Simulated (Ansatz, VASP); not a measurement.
# Two plane-wave programs on BaTiO3

The input POSCAR:

```
BaTiO3
1.0
    3.9940965264      0.0000000000      0.0000000000
    0.0000000000      3.9940965264      0.0000000000
    0.0000000000      0.0000000000      3.9940965264
Ba Ti O
1 1 3
Direct
    0.0000000000      0.0000000000      0.0000000000
    0.5000000000      0.5000000000      0.5000000000
    0.5000000000      0.5000000000      0.0000000000
    0.5000000000      0.0000000000      0.5000000000
    0.0000000000      0.5000000000      0.5000000000
```

File INCAR.step1:

```
  PREC = Accurate
  ENCUT = 520
  EDIFF = 1E-5
  ISMEAR = 0
  SIGMA = 0.01
  LREAL = F
  LASPH = T
  NELM = 80
  ALGO = Normal
  ISIF = 2
  LWAVE = T
  LCHARG = F
  NBANDS = 28
  GGA = PE
```

File INCAR.step2:

```
  PREC = Accurate
  ENCUT = 520
  EDIFF = 1E-6
  ISMEAR = 0
  SIGMA = 0.01
  LREAL = F
  LASPH = T
  NELM = 80
  ALGO = Normal
  ISIF = 2
  LWAVE = F
  LCHARG = F
  GGA = PE
  LHFCALC = T
  AEXX = 0.25
  PRECFOCK = Fast
  NBANDS = 28
  ISTART = 1
```

File KPOINTS:

```
regular mesh
0
Gamma
  4 4 4
```

Input for Ansatz:

```yaml
crystal:
  lattice:
    - [3.9940965264, 0.0, 0.0]
    - [0.0, 3.9940965264, 0.0]
    - [0.0, 0.0, 3.9940965264]
  atoms:
    - { symbol: Ba, position: [0.0, 0.0, 0.0] }
    - { symbol: Ti, position: [0.5, 0.5, 0.5] }
    - { symbol: O, position: [0.5, 0.5, 0.0] }
    - { symbol: O, position: [0.5, 0.0, 0.5] }
    - { symbol: O, position: [0.0, 0.5, 0.5] }
kpoints:
  mp_grid: { grid: [4, 4, 4] }
  band_path:
    path: [[0.0, 0.0, 0.0], [0.0, 0.5, 0.0], [0.5, 0.5, 0.0], [0.5, 0.5, 0.5]]
    npoints: 1
hamiltonian:
  xc: pbe0
scf:
  occupations: { method: fixed }
  n_extra_bands: 5
output:
  forces: true
  stress: true
  eigenvalues: true
```

Alike in both runs: task single point; functional PBE0; k mesh 4 × 4 × 4; no spin polarisation.

```csv
,VASP,Ansatz
version,VASP 6.6.1,Ansatz 0.2.0
potentials or method,"VASP PAW PBE potentials, release 64 (Ba_sv, Ti_sv, O)","plane waves, PAW"
plane-wave cutoff (eV),520,420
occupations,"gaussian, width 0.01 eV",fixed
valence electrons in the cell,40,40
```

VASP gave:

- gap on the k mesh at the Fermi level (eV): 3.90
- pressure (GPa): -0.8

Problem. What did Ansatz give for the same quantities?

Solution. gap on the k mesh at the Fermi level (eV): 3.95; pressure (GPa): -2.4.

Ansatz's warnings: stress exchange threshold loose, stress scf threshold loose.

Neither program's run includes spin-orbit coupling.
